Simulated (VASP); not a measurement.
# TePb (Fm-3m) in VASP: single point with PBEsol+D3(BJ)

Aim: the single point of TePb with PBEsol+D3(BJ).

Everything below comes from runs of VASP 6.6.1. Logs are shortened: lines on timing, memory, paths and dates and some standing lists are left out, and cuts for length are marked.

### Step 1. The cell of the first run

The structure is cubic, space group Fm-3m (No. 225). Conventional cell: a = 6.462 Å, b = 6.462 Å, c = 6.462 Å, α = 90.00°, β = 90.00°, γ = 90.00°. Within 4.3 Å of Te (site symmetry m-3m) lie 6 Pb at 3.23 Å. Pb (site symmetry m-3m) has 6 Te at 3.23 Å within 4.3 Å.

### Step 2. Single point, PBEsol+D3(BJ)

Contents of INCAR:

```
SYSTEM = TePb
PREC = Accurate
ENCUT = 520
EDIFF = 1E-7
ISMEAR = 0
SIGMA = 0.01
LREAL = .False.
LASPH = .True.
NELM = 100
ALGO = Normal
ISIF = 2
LWAVE = .False.
LCHARG = .False.
GGA = PS
IVDW = 12
NBANDS = 17
```

Contents of KPOINTS:

```
regular mesh
0
Gamma
  4 4 4
  0 0 0
```

Contents of POSCAR:

```
TePb
1.0
    0.0000000000      3.2310000000      3.2310000000
    3.2310000000      0.0000000000      3.2310000000
    3.2310000000      3.2310000000      0.0000000000
Te Pb
1 1
Direct
    0.5000000000      0.5000000000      0.5000000000
    0.0000000000      0.0000000000      0.0000000000
```

Potentials or basis: VASP PAW PBE potentials, release 64 (Te, Pb_d).

On the command line:

```bash
$ cat potpaw_PBE.64/Te/POTCAR potpaw_PBE.64/Pb_d/POTCAR > POTCAR
$ mpirun -np 1 vasp_std > vasp.out
```

OUTCAR:

```text
SYSTEM = TePb
   PREC = Accurate
   ENCUT = 520
   EDIFF = 1E-7
   ISMEAR = 0
   LREAL = .False.
   LASPH = .True.
   NELM = 100
   ISIF = 2
   GGA = PS
   IVDW = 12
 IVDW          = 12

 ion  position               nearest neighbor table
   1  0.500  0.500  0.500-   2 3.23   2 3.23   2 3.23   2 3.23   2 3.23   2 3.23
   2  0.000  0.000  0.000-   1 3.23   1 3.23   1 3.23   1 3.23   1 3.23   1 3.23

  LATTYP: Found a face centered cubic cell.
 ALAT       =     6.4620000000

  Lattice vectors:

 A1 = (   0.0000000000,   3.2310000000,   3.2310000000)
 A2 = (   3.2310000000,   0.0000000000,   3.2310000000)
 A3 = (   3.2310000000,   3.2310000000,   0.0000000000)

Analysis of symmetry for initial positions (statically):
=====================================================================
 Subroutine PRICEL returns:
 Original cell was already a primitive cell.

 Routine SETGRP: Setting up the symmetry group for a
 face centered cubic supercell.

 Subroutine GETGRP returns: Found 48 space group operations
 (whereof 48 operations were pure point group operations)
 out of a pool of 48 trial point group operations.

The static configuration has the point symmetry O_h .

Analysis of symmetry for dynamics (positions and initial velocities):
=====================================================================
 Subroutine PRICEL returns:
 Original cell was already a primitive cell.

 Routine SETGRP: Setting up the symmetry group for a
 face centered cubic supercell.

 Subroutine GETGRP returns: Found 48 space group operations
 (whereof 48 operations were pure point group operations)
 out of a pool of 48 trial point group operations.

The dynamic configuration has the point symmetry O_h .

 Subroutine INISYM returns: Found 48 space group operations
 (whereof 48 operations are pure point group operations),
 and found     1 'primitive' translations

----------------------------------------------------------------------------------------

                                     Primitive cell

  volume of cell :      67.4592

  direct lattice vectors                    reciprocal lattice vectors
     0.000000000  3.231000000  3.231000000    -0.154750851  0.154750851  0.154750851
     3.231000000  0.000000000  3.231000000     0.154750851 -0.154750851  0.154750851
     3.231000000  3.231000000  0.000000000     0.154750851  0.154750851 -0.154750851

  length of vectors
     4.569324020  4.569324020  4.569324020     0.268036337  0.268036337  0.268036337

  position of ions in fractional coordinates (direct lattice)
     0.500000000  0.500000000  0.500000000
     0.000000000  0.000000000  0.000000000

  ion indices of the primitive-cell ions
   primitive index   ion index
                 1           1
                 2           2

----------------------------------------------------------------------------------------

 KPOINTS: regular mesh

Automatic generation of k-mesh.
 Grid dimensions read from file:
 generate k-points for:    4    4    4

 Generating k-lattice:

  Cartesian coordinates                     Fractional coordinates (reciprocal lattice)
    -0.038687713  0.038687713  0.038687713     0.250000000  0.000000000  0.000000000
     0.038687713 -0.038687713  0.038687713     0.000000000  0.250000000  0.000000000
     0.038687713  0.038687713 -0.038687713     0.000000000  0.000000000  0.250000000

  Length of vectors
     0.067009084  0.067009084  0.067009084

  Shift w.r.t. Gamma in fractional coordinates (k-lattice)
     0.000000000  0.000000000  0.000000000

 Subroutine IBZKPT returns following result:
 ===========================================

 Found      8 irreducible k-points:

 Following reciprocal coordinates:
            Coordinates               Weight
  0.000000  0.000000  0.000000      1.000000
  0.250000  0.000000  0.000000      8.000000
  0.500000  0.000000  0.000000      4.000000
  0.250000  0.250000  0.000000      6.000000
  0.500000  0.250000  0.000000     24.000000
 -0.250000  0.250000  0.000000     12.000000
  0.500000  0.500000  0.000000      3.000000
 -0.250000  0.500000  0.250000      6.000000
   k-points           NKPTS =      8   k-points in BZ     NKDIM =      8   number of bands    NBANDS=     17
   number of dos      NEDOS =    301   number of ions     NIONS =      2
   total plane-waves  NPLWV =  46656
   dimension x,y,z NGX =    36 NGY =   36 NGZ =   36
   dimension x,y,z NGXF=    72 NGYF=   72 NGZF=   72
   ions per type =               1   1
   NGX,Y,Z   is equivalent  to a cutoff of  13.10, 13.10, 13.10 a.u.
   NGXF,Y,Z  is equivalent  to a cutoff of  26.20, 26.20, 26.20 a.u.
 SYSTEM =  TePb
   PREC   = accura    normal or accurate (medium, high low for compatibility)
   ISTART =      0    job   : 0-new  1-cont  2-samecut
   ICHARG =      2    charge: 1-file 2-atom 10-const
   ISPIN  =      1    spin polarized calculation?
   LNONCOLLINEAR =      F non collinear calculations
   LSORBIT =      F    spin-orbit coupling
   LASPH  =      T    aspherical Exc in radial PAW
   ENCUT  =  520.0 eV  38.22 Ry    6.18 a.u.   8.50  8.50  8.50*2*pi/ulx,y,z
   NELM   =    100;   NELMIN=  2; NELMDL= -5     # of ELM steps
   EDIFF  = 0.1E-06   stopping-criterion for ELM
   LREAL  =      F    real-space projection
   EDIFFG = 0.1E-05   stopping-criterion for IOM
   NSW    =      0    number of steps for IOM
   IBRION =     -1    ionic relax: 0-MD 1-quasi-New 2-CG
   NFREE  =      0    steps in history (QN), initial steepest desc. (CG)
   ISIF   =      2    stress and relaxation
   ISYM   =      2    0-nonsym 1-usesym 2-fastsym
   POTIM  = 0.5000    time-step for ionic-motion
   TEBEG  =    0.0;   TEEND  =   0.0 temperature during run
   PSTRESS=    0.0 pullay stress
   NELECT =      20.0000    total number of electrons
   NUPDOWN=      -1.0000    fix difference up-down
   EMIN   =  10.00;   EMAX   =-10.00  energy-range for DOS
   EFERMI =   0.00;   METHOD = LEGACY
   ISMEAR =     0;   SIGMA  =   0.01  broadening in eV -4-tet -1-fermi 0-gaus
   EFERMI_NEDOS =   21; number of points for ismear=-14 and -15
   IALGO  =     38    algorithm
   IMIX   =      4    mixing-type and parameters
     AMIX     =   0.40;   BMIX     =  1.00
     AMIX_MAG =   1.60;   BMIX_MAG =  1.00
  volume/ion in A,a.u.               =      33.73       227.62
  Fermi-wavevector in a.u.,A,eV,Ry     =   1.091619  2.062861 16.213147  1.191633
  Thomas-Fermi vector in A             =   2.227868
   LORBIT       =      0    0 simple, 1 ext, 2 COOP (PROOUT), +10 PAW based schemes
   GGA     = PS    functional components
   LHFCALC =     F    Hartree Fock is set to
   AEXX    =    0.0000 exact exchange contribution
   IVDW    =    12    specifies the selected vdW correction
   LEPSILON=     F    determine dielectric tensor
   LRPA    =     F    only Hartree local field effects (RPA)
 non-spin polarized calculation
 Gauss-broadening in eV      SIGMA  =   0.01
  energy-cutoff  :      520.00
  volume of cell :       67.46
 maximum number of plane-waves:      1837
 NGX is ok and might be reduce to    36
   NGX = 17   NGY = 17   NGZ = 17

 number of electron      20.0000003 magnetization

 Free energy of the ion-electron system (eV)
  ---------------------------------------------------
  ext. energy  EPLUGINS =         0.00000000
  ---------------------------------------------------
  free energy    TOTEN  =        -8.25175700 eV

  energy without entropy =       -8.25175700  energy(sigma->0) =       -8.25175700

 E-fermi :   5.5201     XC(G=0):  -9.4733

 val. band max:        5.4556023498   @ k =   0.5000   0.0000   0.0000
 cond. band min:       6.1238669837   @ k =   0.5000   0.0000   0.0000
 fundamental gap:      0.6682646339
 Fermi energy:         5.5200970481

 k-point     1 :       0.0000    0.0000    0.0000
  band No.  band energies     occupation
      1     -11.1770      2.00000
      2     -11.1770      2.00000
      3     -11.1657      2.00000
      4     -11.1657      2.00000
      5     -11.1657      2.00000
      6      -6.5764      2.00000
[... 9 lines left out ...]
     16      11.2161      0.00000
     17      12.6895      0.00000

 k-point     2 :       0.2500    0.0000    0.0000
  band No.  band energies     occupation
      1     -11.1841      2.00000
      2     -11.1841      2.00000
      3     -11.1644      2.00000
      4     -11.1574      2.00000
      5     -11.1574      2.00000
      6      -6.0554      2.00000
[... 9 lines left out ...]
     16      12.3127      0.00000
     17      15.6488      0.00000

 k-point     3 :       0.5000    0.0000    0.0000
  band No.  band energies     occupation
      1     -11.1920      2.00000
      2     -11.1920      2.00000
      3     -11.1634      2.00000
      4     -11.1480      2.00000
      5     -11.1480      2.00000
      6      -5.1349      2.00000
[... 9 lines left out ...]
     16      14.6976      0.00000
     17      14.6976      0.00000

 k-point     4 :       0.2500    0.2500    0.0000
  band No.  band energies     occupation
      1     -11.2033      2.00000
      2     -11.1713      2.00000
      3     -11.1708      2.00000
      4     -11.1529      2.00000
      5     -11.1529      2.00000
      6      -5.8909      2.00000
[... 9 lines left out ...]
     16      13.8592      0.00000
     17      13.8592      0.00000

 k-point     5 :       0.5000    0.2500    0.0000
  band No.  band energies     occupation
      1     -11.2152      2.00000
      2     -11.1780      2.00000
      3     -11.1660      2.00000
      4     -11.1487      2.00000
      5     -11.1444      2.00000
      6      -5.0361      2.00000
[... 9 lines left out ...]
     16      15.0998      0.00000
     17      15.8806      0.00000

 k-point     6 :      -0.2500    0.2500    0.0000
  band No.  band energies     occupation
      1     -11.1966      2.00000
      2     -11.1878      2.00000
      3     -11.1590      2.00000
      4     -11.1533      2.00000
      5     -11.1520      2.00000
      6      -5.3188      2.00000
[... 9 lines left out ...]
     16      13.9940      0.00000
     17      14.8195      0.00000

 k-point     7 :       0.5000    0.5000    0.0000
  band No.  band energies     occupation
      1     -11.2408      2.00000
      2     -11.1759      2.00000
      3     -11.1655      2.00000
      4     -11.1391      2.00000
      5     -11.1391      2.00000
      6      -4.8840      2.00000
[... 9 lines left out ...]
     16      16.3380      0.00000
     17      16.4314      0.00000

 k-point     8 :      -0.2500    0.5000    0.2500
  band No.  band energies     occupation
      1     -11.2221      2.00000
      2     -11.1786      2.00000
      3     -11.1581      2.00000
      4     -11.1581      2.00000
      5     -11.1391      2.00000
      6      -4.7249      2.00000
[... 9 lines left out ...]
     16      16.4989      0.00000
     17      16.5282      0.00000

------------------------ aborting loop because EDIFF is reached ----------------------------------------

 Edisp (eV)   -0.80723

 E8    (eV) :    -0.5691

  FORCE on cell =-STRESS in cart. coord.  units (eV):
  Direction    XX          YY          ZZ          XY          YZ          ZX
  --------------------------------------------------------------------------------------
  -------------------------------------------------------------------------------------
  Total      -0.98236    -0.98236    -0.98236     0.00000     0.00000     0.00000
  in kB     -23.33129   -23.33129   -23.33129     0.00000     0.00000     0.00000
  external pressure =      -23.33 kB  Pullay stress =        0.00 kB

 VOLUME and BASIS-vectors are now :
 -----------------------------------------------------------------------------
  energy-cutoff  :      520.00
  volume of cell :       67.46
      direct lattice vectors                 reciprocal lattice vectors
     0.000000000  3.231000000  3.231000000    -0.154750851  0.154750851  0.154750851
     3.231000000  0.000000000  3.231000000     0.154750851 -0.154750851  0.154750851
     3.231000000  3.231000000  0.000000000     0.154750851  0.154750851 -0.154750851

 POSITION                                       TOTAL-FORCE (eV/Angst)
 -----------------------------------------------------------------------------------
      3.23100      3.23100      3.23100         0.000000      0.000000      0.000000
      0.00000      0.00000      0.00000         0.000000      0.000000     -0.000000
 -----------------------------------------------------------------------------------
    total drift:                               -0.000000      0.000000      0.000000

  FREE ENERGIE OF THE ION-ELECTRON SYSTEM (eV)
  ---------------------------------------------------
  free  energy   TOTEN  =        -9.0589914552 eV

  energy  without entropy=       -9.0589914552  energy(sigma->0) =       -9.05899146
```

Wall time 6.5 s (1 thread of Intel Xeon 6975P-C (Granite Rapids), shared host); peak memory 0.21 GiB.

Results:

```
Free energy                : -9.0590 eV
Pressure                   : -2.3 GPa
Band gap on the k mesh     : 0.67 eV, direct
Dispersion energy per atom : -0.404 eV
```

Levels at points of the mesh, in eV from the valence-band top:
| k point | band 7 | band 8 | band 9 | band 10 | band 11 | band 12 | band 13 | band 14 |
| --- | --- | --- | --- | --- | --- | --- | --- | --- |
| (0.00, 0.00, 0.00) | -5.62 | -1.33 | -1.33 | -1.33 | 4.06 | 4.06 | 4.06 | 5.76 |
| (0.50, 0.00, 0.00) | -8.60 | -0.87 | -0.87 | 0.00 | 0.67 | 1.25 | 1.25 | 8.29 |
| (0.50, 0.50, 0.00) | -7.31 | -4.52 | -2.80 | -2.80 | 3.21 | 5.46 | 5.46 | 6.68 |

Caveat: the k points lie up to 0.42 Å⁻¹ apart; three body term missing; the PAW data sets were made with another functional, which shifts forces and pressure a little; spin-orbit coupling is left out, which moves the levels of the heavy elements. A k mesh can miss the band edges.
